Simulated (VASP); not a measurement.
# Ti (I4/mmm) in VASP: single point with PBE

Aim: the single point of Ti with PBE.

Program: VASP 6.6.1. These are calculated values, not measurements. Logs are shortened: lines on timing, memory, paths and dates and some standing lists are left out, and cuts for length are marked.

### Step 1. The cell of the first run

Symmetry: I4/mmm, No. 139, tetragonal system. The conventional cell has a = 3.327 Å, b = 3.327 Å, c = 3.194 Å, α = 90.00°, β = 90.00°, γ = 90.00°. Ti (site symmetry 4/mmm) has 14 Ti at 2.84 to 3.33 Å within 3.7 Å.

### Step 2. Single point, PBE

INCAR reads:

```
PREC = Accurate
ENCUT = 520
EDIFF = 1E-6
ISMEAR = 0
SIGMA = 0.15
LREAL = False
LASPH = True
NELM = 80
ALGO = Fast
ISIF = 2
LWAVE = False
LCHARG = False
GGA = PE
NBANDS = 12
```

KPOINTS reads:

```
regular mesh
0
Gamma
  22 22 22
```

POSCAR reads:

```
Ti
1.0
   -1.6634822458      1.6634822458      1.5969429560
    1.6634822458     -1.6634822458      1.5969429560
    1.6634822458      1.6634822458     -1.5969429560
Ti
1
Direct
    0.0000000000      0.0000000000      0.0000000000
```

Potentials or basis: VASP PAW PBE potentials, release 64 (Ti_sv).

Run with:

```bash
cat potpaw_PBE.64/Ti_sv/POTCAR > POTCAR
mpirun -np 1 vasp_std > vasp.out
```

OUTCAR:

```text
PREC = Accurate
   ENCUT = 520
   EDIFF = 1E-6
   ISMEAR = 0
   LREAL = False
   LASPH = True
   NELM = 80
   ISIF = 2
   GGA = PE

 ion  position               nearest neighbor table
   1  0.000  0.000  0.000-

  LATTYP: Found a body centered tetragonal cell.
 ALAT       =     3.3269644916
 C/A-ratio  =     0.9600000000

  Lattice vectors:

 A1 = (  -1.6634822458,   1.6634822458,   1.5969429560)
 A2 = (   1.6634822458,  -1.6634822458,   1.5969429560)
 A3 = (   1.6634822458,   1.6634822458,  -1.5969429560)

Analysis of symmetry for initial positions (statically):
=====================================================================
 Subroutine PRICEL returns:
 Original cell was already a primitive cell.

 Routine SETGRP: Setting up the symmetry group for a
 body centered tetragonal supercell.

 Subroutine GETGRP returns: Found 16 space group operations
 (whereof 16 operations were pure point group operations)
 out of a pool of 16 trial point group operations.

The static configuration has the point symmetry D_4h.

Analysis of symmetry for dynamics (positions and initial velocities):
=====================================================================
 Subroutine PRICEL returns:
 Original cell was already a primitive cell.

 Routine SETGRP: Setting up the symmetry group for a
 body centered tetragonal supercell.

 Subroutine GETGRP returns: Found 16 space group operations
 (whereof 16 operations were pure point group operations)
 out of a pool of 16 trial point group operations.

The dynamic configuration has the point symmetry D_4h.

 Subroutine INISYM returns: Found 16 space group operations
 (whereof 16 operations are pure point group operations),
 and found     1 'primitive' translations

----------------------------------------------------------------------------------------

                                     Primitive cell

  volume of cell :      17.6761

  direct lattice vectors                    reciprocal lattice vectors
    -1.663482246  1.663482246  1.596942956     0.000000000  0.300574293  0.313098222
     1.663482246 -1.663482246  1.596942956     0.300574293  0.000000000  0.313098222
     1.663482246  1.663482246 -1.596942956     0.300574293  0.300574293  0.000000000

  length of vectors
     2.843338385  2.843338385  2.843338385     0.434022352  0.434022352  0.425076242

  position of ions in fractional coordinates (direct lattice)
     0.000000000  0.000000000  0.000000000

  ion indices of the primitive-cell ions
   primitive index   ion index
                 1           1

[... 82 lines left out ...]
   NELECT =      12.0000    total number of electrons
   NUPDOWN=      -1.0000    fix difference up-down
   EMIN   =  10.00;   EMAX   =-10.00  energy-range for DOS
   EFERMI =   0.00;   METHOD = LEGACY
   ISMEAR =     0;   SIGMA  =   0.15  broadening in eV -4-tet -1-fermi 0-gaus
   EFERMI_NEDOS =   21; number of points for ismear=-14 and -15
   IALGO  =     68    algorithm
   IMIX   =      4    mixing-type and parameters
     AMIX     =   0.40;   BMIX     =  1.00
     AMIX_MAG =   1.60;   BMIX_MAG =  1.00
  volume/ion in A,a.u.               =      17.68       119.28
  Fermi-wavevector in a.u.,A,eV,Ry     =   1.438821  2.718977 28.166848  2.070205
  Thomas-Fermi vector in A             =   2.557745
   LORBIT       =      0    0 simple, 1 ext, 2 COOP (PROOUT), +10 PAW based schemes
   GGA     = PE    functional components
   LHFCALC =     F    Hartree Fock is set to
   AEXX    =    0.0000 exact exchange contribution
   IVDW    =     0    specifies the selected vdW correction
   LEPSILON=     F    determine dielectric tensor
   LRPA    =     F    only Hartree local field effects (RPA)
 non-spin polarized calculation
 RMM-DIIS sequential band-by-band and
 Gauss-broadening in eV      SIGMA  =   0.15
  energy-cutoff  :      520.00
  volume of cell :       17.68
 maximum number of plane-waves:       486
 NGX is ok and might be reduce to    24
   NGX = 11   NGY = 11   NGZ = 11

 number of electron      11.9999999 magnetization

 Free energy of the ion-electron system (eV)
  ---------------------------------------------------
  ext. energy  EPLUGINS =         0.00000000
  ---------------------------------------------------
  free energy    TOTEN  =        -7.73575066 eV

  energy without entropy =       -7.70874658  energy(sigma->0) =       -7.72224862

 E-fermi :   7.9114     XC(G=0): -11.4118

 val. band max:        7.9109261797   @ k =   0.2273   0.1818  -0.0000
 cond. band min:       7.9116640617   @ k =  -0.1364  -0.3182   0.0909
 fundamental gap:      0.0007378820
 Fermi energy:         7.9113961124

 k-point     1 :       0.0000    0.0000    0.0000
  band No.  band energies     occupation
      1     -48.6646      2.00000
      2     -24.5427      2.00000
      3     -24.5398      2.00000
      4     -24.5398      2.00000
      5       1.9904      2.00000
      6       8.6885      0.00000
      7       8.9812      0.00000
      8       8.9812      0.00000
      9      10.4105      0.00000
     10      10.7535      0.00000
     11      24.9524      0.00000
     12      24.9524      0.00000
[... 331 lines left out ...]
 k-point    24 :      -0.4545    0.0455    0.0000
  band No.  band energies     occupation
      1     -48.5457      2.00000
      2     -25.1424      2.00000
      3     -24.7400      2.00000
      4     -24.5582      2.00000
      5       5.4686      2.00000
      6       7.4794      1.99995
      7       8.7158      0.00000
      8      10.6180      0.00000
      9      11.0001      0.00000
     10      11.9536      0.00000
     11      17.1653      0.00000
     12      21.2141      0.00000

 [... further k-points ...]

------------------------ aborting loop because EDIFF is reached ----------------------------------------

  FORCE on cell =-STRESS in cart. coord.  units (eV):
  Direction    XX          YY          ZZ          XY          YZ          ZX
  --------------------------------------------------------------------------------------
  -------------------------------------------------------------------------------------
  Total       -0.2451718     -0.2451718     -0.3828574      0.0000000     -0.0000000     -0.0000000
  in kB      -22.2226257    -22.2226257    -34.7025897      0.0000000     -0.0000000     -0.0000000
  external PRESSURE =     -26.3826137 kB  Pullay stress =       0.0000000 kB

 VOLUME and BASIS-vectors are now :
 -----------------------------------------------------------------------------
  energy-cutoff  :      520.00
  volume of cell :       17.68
      direct lattice vectors                 reciprocal lattice vectors
    -1.663482246  1.663482246  1.596942956     0.000000000  0.300574293  0.313098222
     1.663482246 -1.663482246  1.596942956     0.300574293  0.000000000  0.313098222
     1.663482246  1.663482246 -1.596942956     0.300574293  0.300574293  0.000000000

 POSITION                                       TOTAL-FORCE (eV/Angst)
 -----------------------------------------------------------------------------------
      0.00000      0.00000      0.00000        -0.000000      0.000000     -0.000000
 -----------------------------------------------------------------------------------
    total drift:                                0.000000      0.000000      0.000000

  FREE ENERGIE OF THE ION-ELECTRON SYSTEM (eV)
  ---------------------------------------------------
  free  energy   TOTEN  =        -7.7357506577 eV

  energy  without entropy=       -7.7087465824  energy(sigma->0) =       -7.72224862
```

OSZICAR:

```text
N       E                     dE             d eps       ncg     rms          rms(c)
DAV:   1     0.865320025070E+02    0.86532E+02   -0.65392E+03 20056   0.120E+03
DAV:   2    -0.442649837306E+01   -0.90959E+02   -0.88586E+02 20460   0.295E+02
DAV:   3    -0.871698182808E+01   -0.42905E+01   -0.42386E+01 28044   0.652E+01
[... 12 lines left out ...]
RMM:  16    -0.773574392432E+01   -0.78312E-05   -0.60940E-05 27329   0.474E-02    0.172E-02
RMM:  17    -0.773574650595E+01   -0.25816E-05   -0.30904E-05 21441   0.242E-02    0.102E-02
RMM:  18    -0.773574879724E+01   -0.22913E-05   -0.24079E-05 21678   0.224E-02    0.183E-03
RMM:  19    -0.773574999077E+01   -0.11935E-05   -0.12308E-05 17782   0.128E-02    0.280E-03
RMM:  20    -0.773575065765E+01   -0.66689E-06   -0.72150E-06 15474   0.872E-03
   1 F= -.77357507E+01 E0= -.77222486E+01  d E =-.270041E-01
```

Run time: 2.2 min. Hardware: 1 thread of Intel Xeon Platinum 8488C (Sapphire Rapids), shared host; peak memory 0.28 GiB.

Results:

```yaml
Free_energy: -7.7358 eV
Pressure: -2.6 GPa
Band_gap_on_the_k_mesh: zero (bands 6 and 7 overlap by 1.58 eV)
```

Levels at points of the mesh, in eV from the Fermi level:
```
           k point  band 3  band 4  band 5  band 6  band 7  band 8  band 9  band 10
(0.00, 0.00, 0.00)  -32.45  -32.45   -5.92    0.78    1.07    1.07    2.50     2.84
(0.50, 0.00, 0.00)  -32.66  -32.47   -2.41   -0.50    1.18    2.71    3.12     4.17
(0.50, 0.50, 0.00)  -32.64  -32.44   -2.42   -0.15    0.90    2.44    2.92     4.13
(0.50, 0.50, 0.50)  -32.90  -32.86   -2.10   -2.00    3.80    3.80    3.87     7.85
```
